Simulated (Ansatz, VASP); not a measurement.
**Two plane-wave programs on HfC**

INCAR

```
ALGO     = Normal         # electronic algorithm
EDIFF    = 1E-6           # SCF threshold, eV
ENCUT    = 600            # plane-wave cutoff, eV
GGA      = PE             # functional
GGA_COMPAT= False        
ISIF     = 2              # what is computed and relaxed
ISMEAR   = 0              # smearing method
LASPH    = True           # aspherical terms in the spheres
LCHARG   = False          # write CHGCAR
LREAL    = False          # projectors in reciprocal space
LWAVE    = False          # write WAVECAR
NBANDS   = 14             # bands
NELM     = 120            # most SCF steps
PREC     = Accurate       # precision mode
SIGMA    = 0.1            # smearing width, eV
```

The input KPOINTS:

```
k-points
0
Gamma
  6 6 6
```

File POSCAR:

```
HfC
1.0
    0.0000000000      2.3171388429      2.3171388429
    2.3171388429      0.0000000000      2.3171388429
    2.3171388429      2.3171388429      0.0000000000
Hf C
1 1
Direct
    0.0000000000      0.0000000000      0.0000000000
    0.5000000000      0.5000000000      0.5000000000
```

Input for Ansatz:

```yaml
crystal:
  lattice:
    - [0.0, 2.3171388429, 2.3171388429]
    - [2.3171388429, 0.0, 2.3171388429]
    - [2.3171388429, 2.3171388429, 0.0]
  atoms:
    - { symbol: Hf, position: [0.0, 0.0, 0.0] }
    - { symbol: C, position: [0.5, 0.5, 0.5] }
basis:
  ecutwfc: 420
kpoints:
  mp_grid: { grid: [6, 6, 6] }
hamiltonian:
  xc: pbe
scf:
  occupations: { method: gaussian, width: 0.1 }
output:
  forces: true
  stress: true
  eigenvalues: true
```

Alike in both runs: task single point; functional PBE; k mesh 6 × 6 × 6; occupations gaussian, width 0.1 eV; no spin polarisation.

|  | VASP | Ansatz |
| --- | --- | --- |
| version | VASP 6.6.1 | Ansatz 0.2.0 |
| potentials or method | VASP PAW PBE potentials, release 64 (Hf_pv, C), cutoff 600 eV | scalar-relativistic, plane waves, PAW |
| valence electrons in the cell | 14 | 30 |

|  | VASP | Ansatz | Ansatz less VASP |
| --- | --- | --- | --- |
| gap on the k mesh at the Fermi level (eV) | none | none | - |
| pressure (GPa) | 2.0 | 2.7 | +0.73 |

A gap of «none» marks a metal or a gap that the smearing closes. The functional is the same, so the differences come from potentials, cutoffs and numerics. VASP's potentials hold 14 valence electrons a cell and Ansatz's 30, so a difference there can come from the potentials and not from the codes.

The k mesh is coarse, so the values compare programs but aren't converged. Spin-orbit coupling is off throughout.
